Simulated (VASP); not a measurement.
**AlN: single point with r2SCAN**

AlN:

```xyz
4
Lattice="3.3121 0.0000 0.0000 -1.6561 2.8684 0.0000 0.0000 0.0000 4.1876" Properties=species:S:1:pos:R:3 pbc="T T T"
Al    0.0000    1.9123    3.1407
Al    1.6561    0.9561    1.0469
N     0.0000    1.9123    1.0469
N     1.6561    0.9561    3.1407
```

```yaml
Program: VASP 6.6.1
Task: single point
Functional: r2SCAN
Potentials_or_basis: VASP PAW PBE potentials, release 64 (Al, N)
Cutoff: 520 eV
k_mesh: 3 × 3 × 2
Occupations: gaussian, width 0.01 eV
Spin: no spin polarisation
```

| Quantity | Value |
| --- | --- |
| Pressure | -5.7 GPa |
| Band gap on the k mesh | 3.85 eV |

Stress tensor (GPa, compression positive):
```
-4.85  0.00  0.00
 0.00 -4.85  0.00
 0.00  0.00 -7.42
```

Levels at points of the mesh, in eV from the valence-band top:
```tsv
k point	band 5	band 6	band 7	band 8	band 9	band 10	band 11	band 12
(0.00, 0.00, 0.00)	-3.42	-1.71	-1.71	0.00	3.85	5.18	9.01	9.01
(0.00, 0.00, 0.50)	-2.60	-2.60	-2.60	-2.60	6.31	6.31	9.16	9.16
```

Run time: 37 s on 1 thread of Intel Xeon 8259CL (shared host), peak memory 0.16 GiB.

Caveat: the k points lie up to 0.75 Å⁻¹ apart; the PAW data sets were made with another functional, which shifts forces and pressure a little.
